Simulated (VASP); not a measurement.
# SiC (Moissanite) (P6_3mc) in VASP: notebook

SiC (Moissanite) is run at these levels: PBEsol+D3(BJ), BLYP+D3(BJ), BLYP+D4, PBE; tasks: single point.

Program: VASP 6.6.1. These are calculated values, not measurements. Logs are shortened: lines on timing, memory, paths and dates and some standing lists are left out, and cuts for length are marked.

### Step 1. The cell of the first run

Symmetry: P6_3mc, No. 186, hexagonal system. Conventional cell: a = 3.136 Å, b = 3.136 Å, c = 5.147 Å, α = 90.00°, β = 90.00°, γ = 120.00°. Within 2.5 Å of Si (site symmetry 3m) lie 4 C at 1.91 to 1.98 Å. C (site symmetry 3m) has 4 Si at 1.91 to 1.98 Å within 2.5 Å.

### Step 2. Single point, PBEsol+D3(BJ)

INCAR

```
SYSTEM = SiC
PREC     = Accurate       ! precision mode
ENCUT    = 520            ! plane-wave cutoff, eV
EDIFF    = 1E-6           ! SCF threshold, eV
ISMEAR   = -1             ! smearing method
SIGMA    = 0.05           ! smearing width, eV
LREAL    = .FALSE.        ! projectors in reciprocal space
LASPH    = .TRUE.         ! aspherical terms in the spheres
NELM     = 80             ! most SCF steps
ALGO     = Normal         ! electronic algorithm
ISIF     = 2              ! what is computed and relaxed
LWAVE    = .FALSE.        ! write WAVECAR
LCHARG   = .FALSE.        ! write CHGCAR
GGA      = PS             ! functional
IVDW     = 12             ! dispersion correction
NBANDS   = 16             ! bands
```

KPOINTS

```
Automatic mesh
0
G
  10 10 5
  0 0 0
```

POSCAR

```
SiC
1.0
    3.1363290418      0.0000000000      0.0000000000
   -1.5681645209      2.7161406248      0.0000000000
    0.0000000000      0.0000000000      5.1470055276
Si C
2 2
Direct
    0.6666666667      0.3333333333      0.5000000000
    0.3333333333      0.6666666667      0.0000000000
    0.6666666667      0.3333333333      0.8850000000
    0.3333333333      0.6666666667      0.3850000000
```

Potentials or basis: VASP PAW PBE potentials, release 64 (Si, C).

The run is started by

```console
$ cat potpaw_PBE.64/Si/POTCAR potpaw_PBE.64/C/POTCAR > POTCAR
$ mpirun -np 1 vasp_std > vasp.out
```

OUTCAR:

```text
SYSTEM = SiC
   PREC = Accurate
   ENCUT = 520
   EDIFF = 1E-6
   ISMEAR = -1
   LREAL = .FALSE.
   LASPH = .TRUE.
   NELM = 80
   ISIF = 2
   GGA = PS
   IVDW = 12
 IVDW          = 12

 ion  position               nearest neighbor table
   1  0.667  0.333  0.500-   4 1.91   4 1.91   4 1.91   3 1.98   2 3.15   2 3.15   2 3.15   2 3.15
                             2 3.15   2 3.15
   2  0.333  0.667  0.000-   3 1.91   3 1.91   3 1.91   4 1.98   1 3.15   1 3.15   1 3.15   1 3.15
                             1 3.15   1 3.15
   3  0.667  0.333  0.885-   2 1.91   2 1.91   2 1.91   1 1.98
   4  0.333  0.667  0.385-   1 1.91   1 1.91   1 1.91   2 1.98

  LATTYP: Found a hexagonal cell.
 ALAT       =     3.1363290418
 C/A-ratio  =     1.6410923277

  Lattice vectors:

 A1 = (   3.1363290418,   0.0000000000,   0.0000000000)
 A2 = (  -1.5681645209,   2.7161406248,   0.0000000000)
 A3 = (   0.0000000000,   0.0000000000,   5.1470055276)

Analysis of symmetry for initial positions (statically):
=====================================================================
 Subroutine PRICEL returns:
 Original cell was already a primitive cell.

 Routine SETGRP: Setting up the symmetry group for a
 hexagonal supercell.

 Subroutine GETGRP returns: Found 12 space group operations
 (whereof  6 operations were pure point group operations)
 out of a pool of 24 trial point group operations.

The static configuration has the point symmetry C_3v.
 The point group associated with its full space group is C_6v.

Analysis of symmetry for dynamics (positions and initial velocities):
=====================================================================
 Subroutine PRICEL returns:
 Original cell was already a primitive cell.

 Routine SETGRP: Setting up the symmetry group for a
 hexagonal supercell.

 Subroutine GETGRP returns: Found 12 space group operations
 (whereof  6 operations were pure point group operations)
 out of a pool of 24 trial point group operations.

The dynamic configuration has the point symmetry C_3v.
 The point group associated with its full space group is C_6v.

 Subroutine INISYM returns: Found 12 space group operations
 (whereof  6 operations are pure point group operations),
 and found     1 'primitive' translations

----------------------------------------------------------------------------------------

                                     Primitive cell

  volume of cell :      43.8459

  direct lattice vectors                    reciprocal lattice vectors
[... 94 lines left out ...]
   NSW    =      0    number of steps for IOM
   IBRION =     -1    ionic relax: 0-MD 1-quasi-New 2-CG
   NFREE  =      0    steps in history (QN), initial steepest desc. (CG)
   ISIF   =      2    stress and relaxation
   ISYM   =      2    0-nonsym 1-usesym 2-fastsym
   POTIM  = 0.5000    time-step for ionic-motion
   TEBEG  =    0.0;   TEEND  =   0.0 temperature during run
   PSTRESS=    0.0 pullay stress
   NELECT =      16.0000    total number of electrons
   NUPDOWN=      -1.0000    fix difference up-down
   EMIN   =  10.00;   EMAX   =-10.00  energy-range for DOS
   EFERMI =   0.00;   METHOD = LEGACY
   ISMEAR =    -1;   SIGMA  =   0.05  broadening in eV -4-tet -1-fermi 0-gaus
   EFERMI_NEDOS =   21; number of points for ismear=-14 and -15
   IALGO  =     38    algorithm
   IMIX   =      4    mixing-type and parameters
     AMIX     =   0.40;   BMIX     =  1.00
     AMIX_MAG =   1.60;   BMIX_MAG =  1.00
  volume/ion in A,a.u.               =      10.96        73.97
  Fermi-wavevector in a.u.,A,eV,Ry     =   1.169873  2.210739 18.620967  1.368602
  Thomas-Fermi vector in A             =   2.306339
   LORBIT       =      0    0 simple, 1 ext, 2 COOP (PROOUT), +10 PAW based schemes
   GGA     = PS    functional components
   LHFCALC =     F    Hartree Fock is set to
   AEXX    =    0.0000 exact exchange contribution
   IVDW    =    12    specifies the selected vdW correction
   LEPSILON=     F    determine dielectric tensor
   LRPA    =     F    only Hartree local field effects (RPA)
 non-spin polarized calculation
  energy-cutoff  :      520.00
  volume of cell :       43.85
 maximum number of plane-waves:      1193
 NGX is ok and might be reduce to    24
   NGX = 11   NGY = 11   NGZ = 19

 number of electron      16.0000000 magnetization

 Free energy of the ion-electron system (eV)
  ---------------------------------------------------
  ext. energy  EPLUGINS =         0.00000000
  ---------------------------------------------------
  free energy    TOTEN  =       -31.70144644 eV

  energy without entropy =      -31.70144644  energy(sigma->0) =      -31.70144644

 E-fermi :   8.6263     XC(G=0): -11.2487

 val. band max:        7.7091779030   @ k =   0.0000   0.0000   0.0000
 cond. band min:      10.0742008832   @ k =   0.5000   0.0000   0.0000
 fundamental gap:      2.3650229802
 Fermi energy:         8.6263333849

 k-point     1 :       0.0000    0.0000    0.0000
  band No.  band energies     occupation
      1      -7.5762      2.00000
      2      -4.2541      2.00000
      3      -0.7094      2.00000
      4       6.1803      2.00000
      5       6.1803      2.00000
      6       7.4343      2.00000
[... 433 lines left out ...]
      3      -0.4113      2.00000
      4       1.0182      2.00000
      5       3.0863      2.00000
      6       3.8821      2.00000
[... 8 lines left out ...]
     15      18.4482      0.00000
     16      19.7278      0.00000

 [... further k-points ...]

------------------------ aborting loop because EDIFF is reached ----------------------------------------

 Edisp (eV)   -0.91303

 E8    (eV) :    -0.5424

  FORCE on cell =-STRESS in cart. coord.  units (eV):
  Direction    XX          YY          ZZ          XY          YZ          ZX
  --------------------------------------------------------------------------------------
  -------------------------------------------------------------------------------------
  Total      -3.68624    -3.68624    -4.44388     0.00000     0.00000     0.00000
  in kB    -134.69929  -134.69929  -162.38436     0.00000     0.00000     0.00000
  external pressure =     -143.93 kB  Pullay stress =        0.00 kB

 VOLUME and BASIS-vectors are now :
 -----------------------------------------------------------------------------
  energy-cutoff  :      520.00
  volume of cell :       43.85
      direct lattice vectors                 reciprocal lattice vectors
     3.136329042  0.000000000  0.000000000     0.318844097  0.184084725  0.000000000
    -1.568164521  2.716140625  0.000000000     0.000000000  0.368169450  0.000000000
     0.000000000  0.000000000  5.147005528     0.000000000  0.000000000  0.194287726

 POSITION                                       TOTAL-FORCE (eV/Angst)
 -----------------------------------------------------------------------------------
      1.56816      0.90538      2.57350         0.000000      0.000000      0.662491
     -0.00000      1.81076      0.00000        -0.000000     -0.000000      0.662491
      1.56816      0.90538      4.55510         0.000000      0.000000     -0.662491
     -0.00000      1.81076      1.98160        -0.000000      0.000000     -0.662491
 -----------------------------------------------------------------------------------
    total drift:                               -0.000000      0.000000     -0.000328

  FREE ENERGIE OF THE ION-ELECTRON SYSTEM (eV)
  ---------------------------------------------------
  free  energy   TOTEN  =       -32.6144774455 eV

  energy  without entropy=      -32.6144774454  energy(sigma->0) =      -32.61447745
```

stdout:

```text
POSCAR found type information on POSCAR SiC
 POSCAR found :  2 types and       4 ions
 scaLAPACK will be used
 -----------------------------------------------------------------------------
|                                                                             |
|                                                                             |
|     You enforced a specific xc type in the INCAR file but a different       |
|     I HOPE YOU KNOW WHAT YOU ARE DOING!                                     |
|                                                                             |
 -----------------------------------------------------------------------------

 LDA part: xc-table for (Slater+PW92), standard interpolation
 POSCAR, INCAR and KPOINTS ok, starting setup
 FFT: planning ... GRIDC
 FFT: planning ... GRID_SOFT
 FFT: planning ... GRID
 WAVECAR not read
 entering main loop
```

It took 37 s on 1 thread of Intel Xeon Platinum 8259CL at 2.50GHz (Skylake/Cascade Lake), shared host; peak memory 0.17 GiB.

What came out:

- Free energy: -32.6145 eV
- Pressure: -14.4 GPa
- Largest force: 0.662 eV/Å
- Band gap on the k mesh: 2.37 eV, indirect (least direct gap 3.84 eV)
- Dispersion energy per atom: -0.228 eV

Forces in eV/Å, atoms in the order of the input:
```
Si   0.000  0.000  0.662
Si   0.000  0.000  0.662
C    0.000  0.000 -0.662
C    0.000  0.000 -0.662
```

Levels at points of the mesh, in eV from the valence-band top:
| k point | band 5 | band 6 | band 7 | band 8 | band 9 | band 10 | band 11 | band 12 |
| --- | --- | --- | --- | --- | --- | --- | --- | --- |
| (0.00, 0.00, 0.00) | -1.53 | -0.27 | -0.27 | 0.00 | 4.07 | 5.36 | 6.11 | 6.11 |
| (0.50, 0.00, 0.00) | -5.26 | -3.44 | -3.15 | -1.47 | 2.36 | 4.02 | 6.22 | 6.91 |

Caveat: the PAW data sets were made with another functional, which shifts forces and pressure a little. A hybrid or GW would open this gap; PBEsol tends to underestimate it.

### Step 3. Single point, BLYP+D3(BJ)

This run uses another cell than the first one, of 10.24 Å³/atom, 0.935 times its volume.

INCAR

```
SYSTEM = SiC
PREC = Accurate
ENCUT = 520
EDIFF = 1E-6
ISMEAR = -1
SIGMA = 0.05
LREAL = .False.
LASPH = .True.
NELM = 60
ALGO = Normal
ISIF = 2
LWAVE = .False.
LCHARG = .True.
GGA = B5
ALDAX = 1.0
AGGAX = 1.0
AGGAC = 1.0
ALDAC = 0.0
IVDW = 12
VDW_S6 = 1.0
VDW_S8 = 2.6996
VDW_A1 = 0.4298
VDW_A2 = 4.2359
LELF = .True.
LVHAR = .True.
NBANDS = 16
```

KPOINTS

```
Automatic mesh
0
Gamma
  10 10 5
  0 0 0
```

POSCAR

```
SiC
1.0
    3.0656394307      0.0000000000      0.0000000000
   -1.5328197154      2.6549216259      0.0000000000
    0.0000000000      0.0000000000      5.0347644129
Si C
2 2
Direct
    0.6666666667      0.3333333333      0.5046782585
    0.3333333333      0.6666666667      0.0046782585
    0.6666666667      0.3333333333      0.8803217415
    0.3333333333      0.6666666667      0.3803217415
```

Potentials or basis: VASP PAW PBE potentials, release 64 (Si, C).

The run is started by

```console
$ cat potpaw_PBE.64/Si/POTCAR potpaw_PBE.64/C/POTCAR > POTCAR
$ mpirun -np 1 vasp_std > vasp.out
```

OUTCAR:

```text
SYSTEM = SiC
   PREC = Accurate
   ENCUT = 520
   EDIFF = 1E-6
   ISMEAR = -1
   LREAL = .False.
   LASPH = .True.
   NELM = 60
   ISIF = 2
   GGA = B5
   IVDW = 12
 IVDW          = 12

 ion  position               nearest neighbor table
   1  0.667  0.333  0.505-   4 1.88   4 1.88   4 1.88   3 1.89   2 3.08   2 3.08   2 3.08   2 3.08
                             2 3.08   2 3.08
   2  0.333  0.667  0.005-   3 1.88   3 1.88   3 1.88   4 1.89   1 3.08   1 3.08   1 3.08   1 3.08
                             1 3.08   1 3.08
   3  0.667  0.333  0.880-   2 1.88   2 1.88   2 1.88   1 1.89
   4  0.333  0.667  0.380-   1 1.88   1 1.88   1 1.88   2 1.89

  LATTYP: Found a hexagonal cell.
 ALAT       =     3.0656394307
 C/A-ratio  =     1.6423211296

  Lattice vectors:

 A1 = (   3.0656394307,   0.0000000000,   0.0000000000)
 A2 = (  -1.5328197154,   2.6549216259,   0.0000000000)
 A3 = (   0.0000000000,   0.0000000000,   5.0347644129)

Analysis of symmetry for initial positions (statically):
=====================================================================
 Subroutine PRICEL returns:
 Original cell was already a primitive cell.

 Routine SETGRP: Setting up the symmetry group for a
 hexagonal supercell.

[... 177 lines left out ...]
 Fermi energy:         9.7198725117

 k-point     1 :       0.0000    0.0000    0.0000
  band No.  band energies     occupation
      1      -6.7284      2.00000
      2      -3.1904      2.00000
      3       0.1852      2.00000
      4       7.4747      2.00000
      5       7.4747      2.00000
      6       8.6589      2.00000
[... 433 lines left out ...]
      3       0.7505      2.00000
      4       2.2398      2.00000
      5       4.1570      2.00000
      6       5.0975      2.00000
[... 8 lines left out ...]
     15      20.4912      0.00000
     16      21.8641      0.00000

 [... further k-points ...]

------------------------ aborting loop because EDIFF is reached ----------------------------------------

 Edisp (eV)   -2.60022

 E8    (eV) :    -1.7803

  FORCE on cell =-STRESS in cart. coord.  units (eV):
  Direction    XX          YY          ZZ          XY          YZ          ZX
  --------------------------------------------------------------------------------------
  -------------------------------------------------------------------------------------
  Total       0.14603     0.14603     0.15539    -0.00000     0.00000     0.00000
  in kB       5.70970     5.70970     6.07535    -0.00000     0.00000     0.00000
  external pressure =        5.83 kB  Pullay stress =        0.00 kB

 VOLUME and BASIS-vectors are now :
 -----------------------------------------------------------------------------
  energy-cutoff  :      520.00
  volume of cell :       40.98
      direct lattice vectors                 reciprocal lattice vectors
     3.065639431  0.000000000  0.000000000     0.326196222  0.188329477  0.000000000
    -1.532819715  2.654921626  0.000000000     0.000000000  0.376658953  0.000000000
     0.000000000  0.000000000  5.034764413     0.000000000  0.000000000  0.198619025

 POSITION                                       TOTAL-FORCE (eV/Angst)
 -----------------------------------------------------------------------------------
      1.53282      0.88497      2.54094         0.000000      0.000000      0.000671
     -0.00000      1.76995      0.02355        -0.000000      0.000000      0.000671
      1.53282      0.88497      4.43221         0.000000     -0.000000     -0.000671
     -0.00000      1.76995      1.91483        -0.000000     -0.000000     -0.000671
 -----------------------------------------------------------------------------------
    total drift:                               -0.000000     -0.000000      0.000096

  FREE ENERGIE OF THE ION-ELECTRON SYSTEM (eV)
  ---------------------------------------------------
  free  energy   TOTEN  =       -29.8455501045 eV

  energy  without entropy=      -29.8455501044  energy(sigma->0) =      -29.84555010
```

Run time: 43 s. Hardware: 1 thread of AMD EPYC 7R43 (Zen 3), shared host; peak memory 0.14 GiB.

What came out:

```
Free energy                : -29.8456 eV
Pressure                   : 0.6 GPa
Band gap on the k mesh     : 2.75 eV, indirect (least direct gap 4.26 eV)
Dispersion energy per atom : -0.650 eV
```

Caveat: the PAW data sets were made with another functional, which shifts forces and pressure a little. A k mesh can miss the band edges.

### Step 4. Single point, BLYP+D4

This run uses another cell than the first one, of 10.30 Å³/atom, 0.940 times its volume.

INCAR

```
SYSTEM = SiC
  PREC = Accurate
  ENCUT = 520
  EDIFF = 1E-6
  ISMEAR = -1
  SIGMA = 0.05
  LREAL = .False.
  LASPH = .True.
  NELM = 80
  ALGO = Normal
  ISIF = 2
  LWAVE = .False.
  LCHARG = .False.
  GGA = B5
  ALDAX = 1.0
  AGGAX = 1.0
  AGGAC = 1.0
  ALDAC = 0.0
  IVDW = 13
  VDW_S6 = 1.0
  VDW_S8 = 2.34076671
  VDW_A1 = 0.44488865
  VDW_A2 = 4.0933009
  NBANDS = 16
```

KPOINTS is that of step 3.

POSCAR

```
SiC
1.0
    3.0712508860      0.0000000000      0.0000000000
   -1.5356254430      2.6597812887      0.0000000000
    0.0000000000      0.0000000000      5.0449706367
Si C
2 2
Direct
    0.6666666667      0.3333333333      0.5046683743
    0.3333333333      0.6666666667      0.0046683743
    0.6666666667      0.3333333333      0.8803316257
    0.3333333333      0.6666666667      0.3803316257
```

The run is started by

```console
$ cat potpaw_PBE.64/Si/POTCAR potpaw_PBE.64/C/POTCAR > POTCAR
$ mpirun -np 1 vasp_std > vasp.out
```

Wall time 48 s (1 thread of AMD EPYC 7R43 (Zen 3), shared host); peak memory 0.13 GiB.

The run converged. Its results:

```yaml
Free_energy: -29.8260 eV
Pressure: 0.6 GPa
Band_gap_on_the_k_mesh: 2.76 eV, indirect (least direct gap 4.25 eV)
Dispersion_energy_per_atom: -0.641 eV
```

Levels at points of the mesh, in eV from the valence-band top:
```csv
k point,band 6,band 7,band 8,band 9,band 10,band 11
"(0.00, 0.00, 0.00)",-0.12,0.00,0.00,5.00,6.40,6.80
"(0.50, 0.00, 0.00)",-3.27,-3.17,-1.19,3.06,4.46,7.06
```

Caveat: the PAW data sets were made with another functional, which shifts forces and pressure a little.

### Step 5. Single point, PBE

This run uses another cell than the first one, of 10.34 Å³/atom, 0.943 times its volume.

INCAR

```
PREC = Accurate
ENCUT = 520
EDIFF = 1E-6
ISMEAR = 0
SIGMA = 0.028999999999999998
LREAL = False
LASPH = True
NELM = 60
ALGO = Normal
ISIF = 2
LWAVE = False
LCHARG = True
GGA = PE
LELF = True
LVHAR = True
NBANDS = 16
```

KPOINTS

```
Automatic mesh
0
Gamma
  10 10 5
```

POSCAR

```
SiC
1.0
    3.0760000000      0.0000000000      0.0000000000
   -1.5380000000      2.6638941420      0.0000000000
    0.0000000000      0.0000000000      5.0480000000
Si C
2 2
Direct
    0.6666666667      0.3333333333      0.5000000000
    0.3333333333      0.6666666667      0.0000000000
    0.6666666667      0.3333333333      0.8850000000
    0.3333333333      0.6666666667      0.3850000000
```

The run is started by

```console
$ cat potpaw_PBE.64/Si/POTCAR potpaw_PBE.64/C/POTCAR > POTCAR
$ mpirun -np 1 vasp_std > vasp.out
```

Wall time 39 s (1 thread of AMD EPYC 7R43 (Zen 3), shared host); peak memory 0.13 GiB.

It converged, with:

- Free energy: -30.0671 eV
- Pressure: 3.6 GPa
- Largest force: 0.753 eV/Å
- Band gap on the k mesh: 2.48 eV, indirect (least direct gap 4.08 eV)

Forces in eV/Å, atoms in the order of the input:
```
Si   0.000  0.000  0.753
Si   0.000  0.000  0.753
C    0.000  0.000 -0.753
C    0.000  0.000 -0.753
```

Stress tensor (GPa, compression positive):
```
5.25 0.00 0.00
0.00 5.25 0.00
0.00 0.00 0.42
```

Levels at points of the mesh, in eV from the valence-band top:
| k point | band 5 | band 6 | band 7 | band 8 | band 9 | band 10 | band 11 | band 12 |
| --- | --- | --- | --- | --- | --- | --- | --- | --- |
| (0.00, 0.00, 0.00) | -1.56 | -0.28 | -0.28 | 0.00 | 4.62 | 6.03 | 6.51 | 6.51 |
| (0.50, 0.00, 0.00) | -5.43 | -3.54 | -3.26 | -1.49 | 2.59 | 4.20 | 6.74 | 7.20 |

A k mesh can miss the band edges. A hybrid or GW would open this gap; PBE tends to underestimate it.

### Step 6. Overview

```csv
level,cell,smearing,gap on the mesh (eV),pressure (GPa),largest force (eV/Å)
PBEsol+D3(BJ),"a = 3.136, b = 3.136, c = 5.147 Å, angles 90.0, 90.0, 120.0°, 4 atoms",fermi-dirac 0.05 eV,2.37,-14.4,0.66
BLYP+D3(BJ),"a = 3.066, b = 3.066, c = 5.035 Å, angles 90.0, 90.0, 120.0°, 4 atoms",fermi-dirac 0.05 eV,2.75,0.6,-
BLYP+D4,"a = 3.071, b = 3.071, c = 5.045 Å, angles 90.0, 90.0, 120.0°, 4 atoms",fermi-dirac 0.05 eV,2.76,0.6,-
PBE,"a = 3.076, b = 3.076, c = 5.048 Å, angles 90.0, 90.0, 120.0°, 4 atoms",gaussian 0.029 eV,2.48,3.6,0.75
```

Alike in all rows: task single point; potentials or basis VASP PAW PBE potentials, release 64 (Si, C); no spin polarisation; k mesh 10 × 10 × 5; cutoff (eV) 520.

Caveats: the PAW data sets were made with another functional, which shifts forces and pressure a little (some runs).

Total energies depend on the potentials used, so only differences within one code and one set of settings carry meaning.
